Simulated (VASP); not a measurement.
# BP (F-43m) in VASP: notebook

BP is run at these levels: LDA; tasks: single point.

Everything below comes from runs of VASP 6.6.1. Logs are shortened: lines on timing, memory, paths and dates and some standing lists are left out, and cuts for length are marked.

**1. The cell of the first run**

The structure is cubic, space group F-43m (No. 216). The conventional cell has a = 4.520 Å, b = 4.520 Å, c = 4.520 Å, α = 90.00°, β = 90.00°, γ = 90.00°. Within 2.6 Å of B (site symmetry -43m) lie 4 P at 1.96 Å. Within 2.6 Å of P (site symmetry -43m) lie 4 B at 1.96 Å.

**2. Single point, LDA**

File INCAR:

```
SYSTEM = BP
PREC = Accurate
ENCUT = 500
EDIFF = 1E-6
ISMEAR = 0
SIGMA = 0.01
LREAL = .FALSE.
LASPH = .TRUE.
NELM = 120
ALGO = Normal
ISIF = 2
LWAVE = .FALSE.
LCHARG = .TRUE.
GGA = CA
LELF = .TRUE.
LVHAR = .TRUE.
NBANDS = 11
ISYM = 0
GGA_COMPAT = .FALSE.
```

File KPOINTS:

```
Automatic mesh
0
G
  10 10 10
  0 0 0
```

File POSCAR:

```
BP
1.0
    0.0000000000      2.2601014554      2.2601014554
    2.2601014554      0.0000000000      2.2601014554
    2.2601014554      2.2601014554      0.0000000000
B P
1 1
Direct
    0.0000000000      0.0000000000      0.0000000000
    0.7500000000      0.7500000000      0.7500000000
```

Potentials or basis: VASP PAW LDA potentials, release 64 (B, P).

The run is started by

```bash
$ cat potpaw_LDA.64/B/POTCAR potpaw_LDA.64/P/POTCAR > POTCAR
$ mpirun -np 1 vasp_std > vasp.out
```

OUTCAR:

```text
SYSTEM = BP
   PREC = Accurate
   ENCUT = 500
   EDIFF = 1E-6
   ISMEAR = 0
   LREAL = .FALSE.
   LASPH = .TRUE.
   NELM = 120
   ISIF = 2
   GGA = CA
   ISYM = 0

 ion  position               nearest neighbor table
   1  0.000  0.000  0.000-   2 1.96   2 1.96   2 1.96   2 1.96
   2  0.750  0.750  0.750-   1 1.96   1 1.96   1 1.96   1 1.96

IMPORTANT INFORMATION: All symmetrisations will be switched off!
NOSYMM: (Re-)initialisation of all symmetry stuff for point group C_1.

----------------------------------------------------------------------------------------

                                     Primitive cell

  volume of cell :      23.0895

  direct lattice vectors                    reciprocal lattice vectors
     0.000000000  2.260101455  2.260101455    -0.221229007  0.221229007  0.221229007
     2.260101455  0.000000000  2.260101455     0.221229007 -0.221229007  0.221229007
     2.260101455  2.260101455  0.000000000     0.221229007  0.221229007 -0.221229007

  length of vectors
     3.196266131  3.196266131  3.196266131     0.383179880  0.383179880  0.383179880

  position of ions in fractional coordinates (direct lattice)
     0.000000000  0.000000000  0.000000000
     0.750000000  0.750000000  0.750000000

  ion indices of the primitive-cell ions
   primitive index   ion index
                 1           1
                 2           2

----------------------------------------------------------------------------------------

 KPOINTS: Automatic mesh

Automatic generation of k-mesh.
 Grid dimensions read from file:
 generate k-points for:   10   10   10

 Generating k-lattice:

  Cartesian coordinates                     Fractional coordinates (reciprocal lattice)
    -0.022122901  0.022122901  0.022122901     0.100000000  0.000000000  0.000000000
     0.022122901 -0.022122901  0.022122901     0.000000000  0.100000000  0.000000000
     0.022122901  0.022122901 -0.022122901     0.000000000  0.000000000  0.100000000

  Length of vectors
     0.038317988  0.038317988  0.038317988

  Shift w.r.t. Gamma in fractional coordinates (k-lattice)
     0.000000000  0.000000000  0.000000000

 Subroutine IBZKPT returns following result:
 ===========================================

 Found    504 irreducible k-points:

 Following reciprocal coordinates:
            Coordinates               Weight
  0.000000  0.000000  0.000000      1.000000
  0.100000  0.000000  0.000000      2.000000
  0.000000  0.100000  0.000000      2.000000
  0.000000  0.000000  0.100000      2.000000
  0.100000  0.100000  0.100000      2.000000
  0.200000  0.000000  0.000000      2.000000
[... 16 lines left out ...]
  0.000000  0.100000  0.100000      2.000000
  0.100000  0.000000  0.100000      2.000000
 [... further k-points ...]
   k-points           NKPTS =    504   k-points in BZ     NKDIM =    504   number of bands    NBANDS=     11
   number of dos      NEDOS =    301   number of ions     NIONS =      2
   total plane-waves  NPLWV =  13824
   dimension x,y,z NGX =    24 NGY =   24 NGZ =   24
   dimension x,y,z NGXF=    48 NGYF=   48 NGZF=   48
   ions per type =               1   1
   NGX,Y,Z   is equivalent  to a cutoff of  12.48, 12.48, 12.48 a.u.
   NGXF,Y,Z  is equivalent  to a cutoff of  24.97, 24.97, 24.97 a.u.
 SYSTEM =  BP
   PREC   = accura    normal or accurate (medium, high low for compatibility)
   ISTART =      0    job   : 0-new  1-cont  2-samecut
   ICHARG =      2    charge: 1-file 2-atom 10-const
   ISPIN  =      1    spin polarized calculation?
   LNONCOLLINEAR =      F non collinear calculations
   LSORBIT =      F    spin-orbit coupling
   LASPH  =      T    aspherical Exc in radial PAW
   ENCUT  =  500.0 eV  36.75 Ry    6.06 a.u.   5.83  5.83  5.83*2*pi/ulx,y,z
   NELM   =    120;   NELMIN=  2; NELMDL= -5     # of ELM steps
   EDIFF  = 0.1E-05   stopping-criterion for ELM
   LREAL  =      F    real-space projection
   EDIFFG = 0.1E-04   stopping-criterion for IOM
   NSW    =      0    number of steps for IOM
   IBRION =     -1    ionic relax: 0-MD 1-quasi-New 2-CG
   NFREE  =      0    steps in history (QN), initial steepest desc. (CG)
   ISIF   =      2    stress and relaxation
   ISYM   =      0    0-nonsym 1-usesym 2-fastsym
   POTIM  = 0.5000    time-step for ionic-motion
   TEBEG  =    0.0;   TEEND  =   0.0 temperature during run
   PSTRESS=    0.0 pullay stress
   NELECT =       8.0000    total number of electrons
   NUPDOWN=      -1.0000    fix difference up-down
   EMIN   =  10.00;   EMAX   =-10.00  energy-range for DOS
   EFERMI =   0.00;   METHOD = LEGACY
   ISMEAR =     0;   SIGMA  =   0.01  broadening in eV -4-tet -1-fermi 0-gaus
   EFERMI_NEDOS =   21; number of points for ismear=-14 and -15
   IALGO  =     38    algorithm
   IMIX   =      4    mixing-type and parameters
     AMIX     =   0.40;   BMIX     =  1.00
     AMIX_MAG =   1.60;   BMIX_MAG =  1.00
  volume/ion in A,a.u.               =      11.54        77.91
  Fermi-wavevector in a.u.,A,eV,Ry     =   1.149830  2.172863 17.988379  1.322109
  Thomas-Fermi vector in A             =   2.286497
   LORBIT       =      0    0 simple, 1 ext, 2 COOP (PROOUT), +10 PAW based schemes
   GGA     = CA    functional components
   LHFCALC =     F    Hartree Fock is set to
   AEXX    =    0.0000 exact exchange contribution
   IVDW    =     0    specifies the selected vdW correction
   LEPSILON=     F    determine dielectric tensor
   LRPA    =     F    only Hartree local field effects (RPA)
 non-spin polarized calculation
 Gauss-broadening in eV      SIGMA  =   0.01
  energy-cutoff  :      500.00
  volume of cell :       23.09
 maximum number of plane-waves:       600
   NGX = 11   NGY = 11   NGZ = 11

 number of electron       8.0000001 magnetization

 Free energy of the ion-electron system (eV)
  ---------------------------------------------------
  ext. energy  EPLUGINS =         0.00000000
  ---------------------------------------------------
  free energy    TOTEN  =       -14.39418089 eV

  energy without entropy =      -14.39418089  energy(sigma->0) =      -14.39418089

 E-fermi :   7.6229     XC(G=0): -11.1367

 val. band max:        7.5474559620   @ k =   0.0000   0.0000   0.0000
 cond. band min:       8.7212119622   @ k =   0.4000   0.0000   0.4000
 fundamental gap:      1.1737560002
 Fermi energy:         7.6229049916

 k-point     1 :       0.0000    0.0000    0.0000
  band No.  band energies     occupation
      1      -7.9472      2.00000
      2       7.5475      2.00000
      3       7.5475      2.00000
      4       7.5475      2.00000
      5      10.9441      0.00000
      6      10.9441      0.00000
      7      10.9441      0.00000
      8      15.0963      0.00000
      9      18.8868      0.00000
     10      19.7635      0.00000
     11      19.7635      0.00000

 k-point     2 :       0.1000    0.0000    0.0000
  band No.  band energies     occupation
      1      -7.7655      2.00000
      2       6.2473      2.00000
      3       7.2507      2.00000
      4       7.2507      2.00000
      5      11.3544      0.00000
      6      11.3544      0.00000
      7      11.3829      0.00000
      8      15.5908      0.00000
      9      19.0373      0.00000
     10      19.0373      0.00000
     11      19.4563      0.00000

 k-point     3 :       0.0000    0.1000    0.0000
  band No.  band energies     occupation
      1      -7.7655      2.00000
      2       6.2473      2.00000
      3       7.2507      2.00000
      4       7.2507      2.00000
      5      11.3544      0.00000
      6      11.3544      0.00000
      7      11.3829      0.00000
      8      15.5908      0.00000
      9      19.0373      0.00000
     10      19.0373      0.00000
     11      19.4563      0.00000

 k-point     4 :       0.0000    0.0000    0.1000
  band No.  band energies     occupation
      1      -7.7655      2.00000
      2       6.2473      2.00000
      3       7.2507      2.00000
      4       7.2507      2.00000
      5      11.3544      0.00000
      6      11.3544      0.00000
      7      11.3829      0.00000
      8      15.5908      0.00000
      9      19.0373      0.00000
     10      19.0373      0.00000
     11      19.4563      0.00000

 k-point     5 :       0.1000    0.1000    0.1000
  band No.  band energies     occupation
      1      -7.7655      2.00000
      2       6.2473      2.00000
      3       7.2507      2.00000
      4       7.2507      2.00000
      5      11.3544      0.00000
      6      11.3544      0.00000
      7      11.3829      0.00000
      8      15.5908      0.00000
      9      19.0373      0.00000
     10      19.0373      0.00000
     11      19.4563      0.00000

 k-point     6 :       0.2000    0.0000    0.0000
  band No.  band energies     occupation
      1      -7.2270      2.00000
      2       3.8993      2.00000
      3       6.6894      2.00000
      4       6.6894      2.00000
      5      11.6057      0.00000
      6      12.0738      0.00000
      7      12.0738      0.00000
      8      16.6674      0.00000
      9      18.4088      0.00000
     10      18.4088      0.00000
     11      20.3417      0.00000

 k-point     7 :       0.0000    0.2000    0.0000
  band No.  band energies     occupation
      1      -7.2270      2.00000
      2       3.8993      2.00000
      3       6.6894      2.00000
      4       6.6894      2.00000
      5      11.6057      0.00000
      6      12.0738      0.00000
      7      12.0739      0.00000
      8      16.6674      0.00000
      9      18.4088      0.00000
     10      18.4088      0.00000
     11      20.3417      0.00000

 k-point     8 :       0.0000    0.0000    0.2000
  band No.  band energies     occupation
      1      -7.2270      2.00000
      2       3.8993      2.00000
      3       6.6894      2.00000
      4       6.6894      2.00000
      5      11.6057      0.00000
      6      12.0738      0.00000
      7      12.0738      0.00000
      8      16.6674      0.00000
      9      18.4088      0.00000
     10      18.4088      0.00000
     11      20.3417      0.00000
[... 141 lines left out ...]
 k-point    19 :       0.0000    0.5000    0.0000
  band No.  band energies     occupation
      1      -4.5707      2.00000
      2      -1.5464      2.00000
      3       5.7848      2.00000
      4       5.7848      2.00000
      5      11.3995      0.00000
      6      12.2353      0.00000
      7      12.2353      0.00000
      8      17.5103      0.00000
      9      22.1979      0.00000
     10      22.1979      0.00000
     11      22.2031      0.00000

 k-point    20 :       0.0000    0.0000    0.5000
  band No.  band energies     occupation
      1      -4.5707      2.00000
      2      -1.5464      2.00000
      3       5.7848      2.00000
      4       5.7848      2.00000
      5      11.3995      0.00000
      6      12.2353      0.00000
      7      12.2353      0.00000
      8      17.5103      0.00000
      9      22.1979      0.00000
     10      22.1979      0.00000
     11      22.2031      0.00000

 k-point    21 :       0.5000    0.5000    0.5000
  band No.  band energies     occupation
      1      -4.5707      2.00000
      2      -1.5464      2.00000
      3       5.7848      2.00000
      4       5.7848      2.00000
      5      11.3995      0.00000
      6      12.2353      0.00000
      7      12.2353      0.00000
      8      17.5103      0.00000
      9      22.1979      0.00000
     10      22.1979      0.00000
     11      22.2031      0.00000

 k-point    22 :       0.1000    0.1000    0.0000
  band No.  band energies     occupation
      1      -7.7048      2.00000
      2       6.6953      2.00000
      3       6.6953      2.00000
      4       6.7810      2.00000
      5      10.4938      0.00000
      6      12.0604      0.00000
      7      12.0604      0.00000
      8      15.4061      0.00000
      9      18.1660      0.00000
     10      19.6719      0.00000
     11      20.0255      0.00000

 k-point    23 :       0.0000    0.1000    0.1000
  band No.  band energies     occupation
      1      -7.7048      2.00000
      2       6.6953      2.00000
      3       6.6953      2.00000
      4       6.7810      2.00000
      5      10.4938      0.00000
      6      12.0604      0.00000
      7      12.0604      0.00000
      8      15.4061      0.00000
      9      18.1660      0.00000
     10      19.6719      0.00000
     11      20.0255      0.00000

 k-point    24 :       0.1000    0.0000    0.1000
  band No.  band energies     occupation
      1      -7.7048      2.00000
      2       6.6953      2.00000
      3       6.6953      2.00000
      4       6.7810      2.00000
      5      10.4938      0.00000
      6      12.0604      0.00000
      7      12.0604      0.00000
      8      15.4061      0.00000
      9      18.1660      0.00000
     10      19.6719      0.00000
     11      20.0255      0.00000

 [... further k-points ...]

------------------------ aborting loop because EDIFF is reached ----------------------------------------

  FORCE on cell =-STRESS in cart. coord.  units (eV):
  Direction    XX          YY          ZZ          XY          YZ          ZX
  --------------------------------------------------------------------------------------
  -------------------------------------------------------------------------------------
  Total       -0.4964143     -0.4964142     -0.4964148     -0.0000002      0.0000008     -0.0000010
  in kB      -34.4461827    -34.4461703    -34.4462151     -0.0000120      0.0000579     -0.0000702
  external PRESSURE =     -34.4461894 kB  Pullay stress =       0.0000000 kB

 VOLUME and BASIS-vectors are now :
 -----------------------------------------------------------------------------
  energy-cutoff  :      500.00
  volume of cell :       23.09
      direct lattice vectors                 reciprocal lattice vectors
     0.000000000  2.260101455  2.260101455    -0.221229007  0.221229007  0.221229007
     2.260101455  0.000000000  2.260101455     0.221229007 -0.221229007  0.221229007
     2.260101455  2.260101455  0.000000000     0.221229007  0.221229007 -0.221229007

 POSITION                                       TOTAL-FORCE (eV/Angst)
 -----------------------------------------------------------------------------------
      0.00000      0.00000      0.00000         0.000000      0.000000      0.000000
      3.39015      3.39015      3.39015        -0.000000     -0.000000     -0.000000
 -----------------------------------------------------------------------------------
    total drift:                                0.000000      0.000001     -0.000000

  FREE ENERGIE OF THE ION-ELECTRON SYSTEM (eV)
  ---------------------------------------------------
  free  energy   TOTEN  =       -14.3941808917 eV

  energy  without entropy=      -14.3941808917  energy(sigma->0) =      -14.39418089
```

Run time: 2 min. Hardware: 1 thread of Intel Xeon 8259CL, shared host; peak memory 0.22 GiB.

Results:

| Quantity | Value |
| --- | --- |
| Free energy | -14.3942 eV |
| Pressure | -3.4 GPa |
| Band gap on the k mesh | 1.17 eV, indirect (least direct gap 3.40 eV) |

**3. Single point, LDA**

This run uses another cell than the first one, of 11.07 Å³/atom, 0.959 times its volume.

File INCAR:

```
SYSTEM = BP
  PREC = Accurate
  ENCUT = 500
  EDIFF = 1E-6
  ISMEAR = 0
  SIGMA = 0.01
  LREAL = .False.
  LASPH = .True.
  NELM = 120
  ALGO = Normal
  ISIF = 2
  LWAVE = .False.
  LCHARG = .False.
  GGA = CA
  NBANDS = 11
  GGA_COMPAT = .False.
```

File KPOINTS:

```
regular mesh
0
Gamma
  10 10 10
  0 0 0
```

File POSCAR:

```
BP
1.0
    0.0000000000      2.2289403366      2.2289403366
    2.2289403366      0.0000000000      2.2289403366
    2.2289403366      2.2289403366      0.0000000000
B P
1 1
Direct
    0.0000000000      0.0000000000      0.0000000000
    0.7500000000      0.7500000000      0.7500000000
```

Potentials or basis: VASP PAW LDA potentials, release 64 (B, P).

The run is started by

```bash
$ cat potpaw_LDA.64/B/POTCAR potpaw_LDA.64/P/POTCAR > POTCAR
$ mpirun -np 1 vasp_std > vasp.out
```

Run time: 10 s. Hardware: 1 thread of AMD EPYC 7R43 (Zen 3), shared host; peak memory 0.09 GiB.

The run converged. Its results:

```yaml
Free_energy: -14.3932 eV
Pressure: 3.9 GPa
Band_gap_on_the_k_mesh: 1.12 eV, indirect (least direct gap 3.47 eV)
```

Levels at points of the mesh, in eV from the valence-band top:
```
           k point  band 2  band 3  band 4  band 5  band 6  band 7
(0.00, 0.00, 0.00)    0.00    0.00    0.00    3.47    3.47    3.47
(0.50, 0.00, 0.00)   -9.40   -1.81   -1.81    4.11    4.72    4.72
(0.50, 0.50, 0.00)   -8.76   -4.30   -4.30    1.20    1.51   12.50
```

A k mesh can miss the band edges. A hybrid or GW would open this gap; LDA tends to underestimate it.
